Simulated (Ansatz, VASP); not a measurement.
## One calculation of V, two programs

The input INCAR:

```
  PREC = Accurate
  ENCUT = 520
  EDIFF = 1E-6
  ISMEAR = -1
  SIGMA = 0.03
  LREAL = False
  LASPH = True
  NELM = 150
  ALGO = Normal
  ISIF = 2
  LWAVE = False
  LCHARG = False
  ISPIN = 2
  MAGMOM = 1.5
  LORBIT = 11
  LMAXMIX = 4
  GGA = PE
  NBANDS = 16
```

The input KPOINTS:

```
regular mesh
0
Gamma
  19 19 19
```

POSCAR

```
V
1.0
   -1.5180266150      1.5180266150      1.5180266150
    1.5180266150     -1.5180266150      1.5180266150
    1.5180266150      1.5180266150     -1.5180266150
V
1
Direct
    0.0000000000      0.0000000000      0.0000000000
```

Input for Ansatz:

```yaml
crystal:
  lattice:
    - [-1.518026615, 1.518026615, 1.518026615]
    - [1.518026615, -1.518026615, 1.518026615]
    - [1.518026615, 1.518026615, -1.518026615]
  atoms:
    - { symbol: V, position: [0.0, 0.0, 0.0], spin: 1.5 }
magnetization:
  spin_polarized: true
kpoints:
  mp_grid: { grid: [19, 19, 19] }
  band_path:
    path:
      - [0.0, 0.0, 0.0]
      - [0.5, -0.5, 0.5]
      - [0.0, 0.0, 0.5]
      - [0.0, 0.0, 0.0]
      - [0.25, 0.25, 0.25]
      - [0.5, -0.5, 0.5]
      - [0.25, 0.25, 0.25]
      - [0.0, 0.0, 0.5]
    npoints: 5
scf:
  occupations: { method: fermi_dirac, width: 0.03 }
hamiltonian:
  xc: pbe
  pseudopotentials: { kind: all_electron, lapw: { basis_error: 0.001 } }
output:
  forces: true
  stress: true
  eigenvalues: true
```

Change from the starting cell: volume scaled by 1.01.

Alike in both runs: task single point; functional PBE; k mesh 19 × 19 × 19; occupations fermi-dirac, width 0.03 eV; collinear spin.

|  | VASP | Ansatz |
| --- | --- | --- |
| version | VASP 6.6.1 | Ansatz 0.2.0 |
| potentials or method | VASP PAW PBE potentials, release 64 (V_sv), cutoff 520 eV | all-electron LAPW, scalar-relativistic |

VASP gave:

* pressure (GPa): -6.5
* net moment per atom (μB): 0.00

Problem. What did Ansatz give for the same quantities?

Solution. Pressure (GPa): -6.7; net moment per atom (μB): 0.00.

Ansatz ran all-electron here, and VASP with PAW potentials. Ansatz's warnings: seeded moment not kept.
